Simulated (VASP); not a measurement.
Se:

```
Se
1.0
     3.55651    0.00000    0.00000
     0.00000    3.55651    0.00000
     0.00000    0.00000    4.49546
Se
2
Direct
  0.00000 0.50000 0.91066
  0.50000 0.00000 0.08934
```

The cell was generated, and may not be a known phase.

```yaml
Program: VASP 6.6.1
Task: relaxation of cell and atoms
Functional: PBE
Potentials_or_basis: VASP PAW PBE potentials, release 64 (Se)
Cutoff: 600 eV
k_mesh: 6 × 6 × 4
Occupations: gaussian, width 0.1 eV
Spin: no spin polarisation
```

At the start: pressure 1.0 GPa; volume 28.43 Å³/atom.

Question: Where does the relaxation end?

Answer: Over 11 steps the energy falls by 6.9 meV/atom and the volume is 30.84 Å³/atom (+8.5 %); space group P4/nmm (No. 129, to 0.1 Å) before and after.

The path:
```tsv
step	energy change (eV)	largest force (eV/Å)	pressure (GPa)	volume (Å³)
1	0.0000	0.2270	0.99	56.86
2	-0.0073	0.1771	-0.66	58.31
3	-0.0079	0.1888	-0.32	57.99
4	-0.0104	0.0380	0.04	57.84
5	-0.0105	0.0065	0.12	57.81
6	-0.0108	0.0055	0.10	57.98
7	-0.0116	0.0020	0.03	58.47
8	-0.0126	0.0066	-0.08	59.44
9	-0.0132	0.0270	-0.29	61.41
10	-0.0133	0.0295	-0.23	61.48
11	-0.0137	0.0375	-0.06	61.69
```

Final structure:
```
CELL_PARAMETERS angstrom
3.59681 0.00000 0.00000
0.00000 3.59681 0.00000
0.00000 0.00000 4.76837
ATOMIC_POSITIONS crystal
Se 0.00000 0.50000 0.92156
Se 0.50000 0.00000 0.07844
```

Caveat: this functional lacks dispersion, which binds layers or chains, so the pressure and a relaxed spacing across them are unreliable.
